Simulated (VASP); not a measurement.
Set up this calculation in VASP 6.6.1, as the native input.

```
Task                   : single point
Functional             : PBE
Dispersion             : D3(BJ)
Potentials or basis    : VASP PAW PBE potentials, release 64 (Mo_sv, S)
Cutoff                 : 520 eV
k mesh                 : 12 × 12 × 4
Occupations            : gaussian, width 0.05 eV
Spin                   : no spin polarisation
Dipole correction      : no
Further INCAR settings : ALGO = Normal; EDIFF = 1e-06; NBANDS = 35
```

The structure of MoS2 lies in POSCAR:

```
MoS2
1.0
    3.2438000000      0.0000000000      0.0000000000
   -1.6219000000      2.8092132048      0.0000000000
    0.0000000000      0.0000000000     11.2249000000
Mo S
2 4
Direct
    0.6666666667      0.3333333333      0.2501439769
    0.3333333333      0.6666666667      0.7498560231
    0.3333333333      0.6666666667      0.3795985159
    0.6666666667      0.3333333333      0.8793132861
    0.3333333333      0.6666666667      0.1206867139
    0.6666666667      0.3333333333      0.6204014841
```

The input as run:

INCAR

```
SYSTEM = MoS2
PREC = Accurate
ENCUT = 520
EDIFF = 1E-6
ISMEAR = 0
SIGMA = 0.05
LREAL = .False.
LASPH = .True.
NELM = 100
ALGO = Normal
ISIF = 2
LWAVE = .False.
LCHARG = .False.
GGA = PE
IVDW = 12
NBANDS = 35
```

KPOINTS

```
Automatic mesh
0
Gamma
  12 12 4
  0 0 0
```

Potentials or basis: VASP PAW PBE potentials, release 64 (Mo_sv, S).

Command:

```bash
$ cat potpaw_PBE.64/Mo_sv/POTCAR potpaw_PBE.64/S/POTCAR > POTCAR
$ mpirun -np 1 vasp_std > vasp.out
```

Results of the run:

* Pressure: 3.9 GPa
* Largest force: 1.473 eV/Å
* Band gap on the k mesh: zero (bands 26 and 27 overlap by 0.19 eV)
* Dispersion energy per atom: -0.445 eV

Caveat: the stress differs along the axes, from -3 to 17 GPa; forces of over 1 eV/Å act on the atoms, so gaps and moduli don't describe the material at rest.

Wall time 3.1 min on 1 thread of Intel(R) Xeon(R) Platinum 8259CL CPU @ 2.50GHz (Skylake/Cascade Lake) (shared host), peak memory 0.33 GiB.
